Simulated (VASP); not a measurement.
Wanted: the native input for a VASP 6.6.1 run.

```yaml
Task: single point
Functional: PBE
Potentials_or_basis: VASP PAW PBE potentials, release 64 (Ni, O)
Cutoff: 600 eV
k_mesh: 8 × 8 × 8
Occupations: fermi-dirac, width 0.03 eV
Spin: collinear spin, ferromagnetic start
Starting_moments: "[4.0, 0.0] μB"
Fixed_moment: 4 μB
Hubbard_terms: Ni d U = 6.2 eV
Dipole_correction: no
Further_INCAR_settings: ALGO = Normal; EDIFF = 1e-06; NBANDS = 19
```

The structure of NiO lies in POSCAR:

```
NiO
1.0
    0.0000000000      2.1004800000      2.1004800000
    2.1004800000      0.0000000000      2.1004800000
    2.1004800000      2.1004800000      0.0000000000
Ni O
1 1
Direct
    0.0000000000      0.0000000000      0.0000000000
    0.5000000000      0.5000000000      0.5000000000
```

These files were run (other wordings do the same):

INCAR

```
PREC     = Accurate       # precision mode
ENCUT    = 600            # plane-wave cutoff, eV
EDIFF    = 1E-6           # SCF threshold, eV
ISMEAR   = -1             # smearing method
SIGMA    = 0.03           # smearing width, eV
LREAL    = False          # projectors in reciprocal space
LASPH    = True           # aspherical terms in the spheres
NELM     = 200            # most SCF steps
ALGO     = Normal         # electronic algorithm
ISIF     = 2              # what is computed and relaxed
LWAVE    = False          # write WAVECAR
LCHARG   = False          # write CHGCAR
ISPIN    = 2              # spin polarisation
MAGMOM   = 4 0            # initial moments
LORBIT   = 11             # projections on sites
NUPDOWN  = 4.0            # fixed moment
LMAXMIX  = 4              # l up to which the mixer works
LDAU     = True           # DFT+U
LDAUTYPE = 2            
LDAUL    = 2 -1           # shell
LDAUU    = 6.2 0          # U, eV
LDAUJ    = 0 0          
LDAUPRINT= 1            
GGA      = PE             # functional
NBANDS   = 19             # bands
GGA_COMPAT= False
```

KPOINTS

```
Automatic mesh
0
Gamma
  8 8 8
```

Potentials or basis: VASP PAW PBE potentials, release 64 (Ni, O).

Run with:

```sh
$ cat potpaw_PBE.64/Ni/POTCAR potpaw_PBE.64/O/POTCAR > POTCAR
$ mpirun -np 1 vasp_std > vasp.out
```

It gave:

```yaml
Pressure: 74.5 GPa
Net_moment: 4.00 μB per cell
Site_moments: Ni +2.52; O +1.02 μB
Valence_electrons_inside_the_program's_atomic_spheres: Ni 8.98; O 4.88
```

Caveat: the total moment is fixed, so each spin has its own Fermi level; a cell with one magnetic atom can't hold antiferromagnetic order, which such compounds often take.

Run time: 12 s on 1 thread of Intel(R) Xeon(R) 6975P-C (Granite Rapids) (shared host), peak memory 0.16 GiB.
